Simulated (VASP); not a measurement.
TiC2:

```
Ti C
1.0
     3.57832    0.00000    0.00000
     0.00000    4.59563    0.00000
     0.00000    0.00000    3.79209
Ti C
2 4
Direct
  0.00000 0.50000 0.91945
  0.00000 0.50000 0.41945
  0.48867 0.66667 0.51133
  0.51133 0.33333 0.51133
  0.48867 0.33333 0.01133
  0.51133 0.66667 0.01133
```

The cell was generated, and may not be a known phase.

| Item | Value |
| --- | --- |
| Program | VASP 6.6.1 |
| Task | relaxation of cell and atoms |
| Functional | PBE |
| Potentials or basis | VASP PAW PBE potentials, release 64 (Ti_sv, C) |
| Cutoff | 600 eV |
| k mesh | 6 × 4 × 4 |
| Occupations | gaussian, width 0.1 eV |
| Spin | no spin polarisation |

At the start: pressure 62.3 GPa; volume 10.39 Å³/atom.

Question: How do energy, volume and symmetry change on relaxing?

Answer: Over 30 steps the energy falls by 1791.8 meV/atom and the volume is 14.68 Å³/atom (+41.3 %); space group Pmm2 (No. 25, to 0.1 Å) before, Pmmm (No. 47, to 0.1 Å).

The path:
```tsv
step	energy change (eV)	largest force (eV/Å)	pressure (GPa)	volume (Å³)
1	0.0000	4.6253	62.27	62.36
2	-2.5630	4.1154	-27.85	104.31
3	-5.5018	2.6264	-12.83	82.61
4	-5.5238	2.5465	-11.21	81.58
5	-8.2144	1.7905	1.66	80.09
6	-8.1481	6.7813	13.12	79.02
7	-8.3196	3.0509	5.34	79.72
8	-10.0264	1.6544	-8.67	82.09
9	-10.0268	1.6615	-8.69	82.09
10	-10.3848	1.4140	2.83	77.38
11	-10.3984	1.5070	0.77	78.12
12	-10.5802	0.5087	3.78	77.60
13	-10.5802	0.5167	3.83	77.59
14	-10.5987	1.2539	-2.54	79.86
15	-10.6242	0.5467	0.07	78.85
16	-10.6666	0.3151	0.66	79.72
17	-10.6777	0.1989	1.17	80.47
18	-10.6932	0.1588	0.26	81.62
19	-10.7047	0.2837	-1.13	83.56
20	-10.7153	0.1811	-0.28	83.89
21	-10.7212	0.3573	0.95	84.34
22	-10.7289	0.2702	0.93	84.75
23	-10.7410	0.2019	0.96	85.94
24	-10.7417	0.1941	0.94	86.31
25	-10.7453	0.1298	0.54	86.79
26	-10.7484	0.1321	-0.16	87.64
27	-10.7486	0.1442	-0.34	87.89
28	-10.7498	0.0714	0.16	88.01
29	-10.7498	0.0478	0.10	88.00
30	-10.7505	0.0337	0.13	88.09
```

Final structure:
```
Ti C
1.0
     3.00734    0.00000    0.00000
     0.00000    5.05798    0.00000
     0.00000    0.00000    5.79090
Ti C
2 4
Direct
  0.00000 0.50000 0.81375
  0.00000 0.50000 0.31375
  0.49966 0.63541 0.56417
  0.50034 0.36458 0.56417
  0.49966 0.36458 0.06417
  0.50034 0.63541 0.06417
```

Caveat: the k points lie up to 0.35 Å⁻¹ apart in the final cell, too coarse for converged energies and pressures of a metal; the volume moved by over 15 % at a fixed basis, so the end points are rough.
